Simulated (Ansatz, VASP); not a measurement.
# One calculation of SnSe2, two programs

File INCAR:

```
SYSTEM = SnSe2
ALGO     = Normal         ! electronic algorithm
EDIFF    = 1E-7           ! SCF threshold, eV
ENCUT    = 520            ! plane-wave cutoff, eV
GGA      = PS             ! functional
ISIF     = 2              ! what is computed and relaxed
ISMEAR   = 0              ! smearing method
LASPH    = .TRUE.         ! aspherical terms in the spheres
LCHARG   = .FALSE.        ! write CHGCAR
LREAL    = .FALSE.        ! projectors in reciprocal space
LWAVE    = .FALSE.        ! write WAVECAR
NBANDS   = 20             ! bands
NELM     = 80             ! most SCF steps
PREC     = Accurate       ! precision mode
SIGMA    = 0.02           ! smearing width, eV
```

The input KPOINTS:

```
k-points
0
G
  12 12 6
  0 0 0
```

The input POSCAR:

```
SnSe2
1.0
    3.8174487349      0.0000000000      0.0000000000
   -1.9087243674      3.3060075820      0.0000000000
    0.0000000000      0.0000000000      6.5239563963
Sn Se
1 2
Direct
    0.0000000000      0.0000000000      0.0000000000
    0.6666666667      0.3333333333      0.7565758181
    0.3333333333      0.6666666667      0.2434241819
```

Input for Ansatz:

```yaml
crystal:
  lattice:
    - [3.8174487349, 0.0, 0.0]
    - [-1.9087243674, 3.306007582, 0.0]
    - [0.0, 0.0, 6.5239563963]
  atoms:
    - { symbol: Sn, position: [0.0, 0.0, 0.0] }
    - { symbol: Se, position: [0.6666666667, 0.3333333333, 0.7565758181] }
    - { symbol: Se, position: [0.3333333333, 0.6666666667, 0.2434241819] }
basis:
  ecutwfc: 420
kpoints:
  mp_grid: { grid: [12, 12, 6] }
  band_path: { path: [VBM, CBM], npoints: 2 }
hamiltonian:
  xc: pbesol
scf:
  occupations: { method: gaussian, width: 0.02 }
output:
  forces: true
  stress: true
  eigenvalues: true
checkpoint:
  read: start.run
  write: ck
  compress: false
  write_wavefunctions: false
  write_every: 100000
```

Alike in both runs: task single point; functional PBEsol; k mesh 12 × 12 × 6; occupations gaussian, width 0.02 eV; no spin polarisation.

```csv
,VASP,Ansatz
version,VASP 6.6.1,Ansatz 0.2.0
potentials or method,"VASP PAW PBE potentials, release 64 (Sn_d, Se), cutoff 520 eV","scalar-relativistic, plane waves, PAW"
valence electrons in the cell,26,46
```

Ansatz gave:

* gap on the k mesh at the Fermi level (eV): 0.61
* least direct gap on the mesh (eV): 1.08
* pressure (GPa): -0.5
* traceless stress, the component that is largest in VASP (GPa): -0.11
* rms of the force components (eV/Å): 0.000

Problem. Estimate VASP's values.

Solution. gap on the k mesh at the Fermi level (eV): 0.60; least direct gap on the mesh (eV): 1.08; pressure (GPa): -0.4; traceless stress, the component that is largest in VASP (GPa): -0.10; rms of the force components (eV/Å): 0.009.

VASP's potentials were made for PBE, not for PBEsol. Atom by atom the forces differ by 0.009 eV/Å (rms over components). VASP's potentials hold 26 valence electrons a cell and Ansatz's 46, so a difference there can come from the potentials and not from the codes.
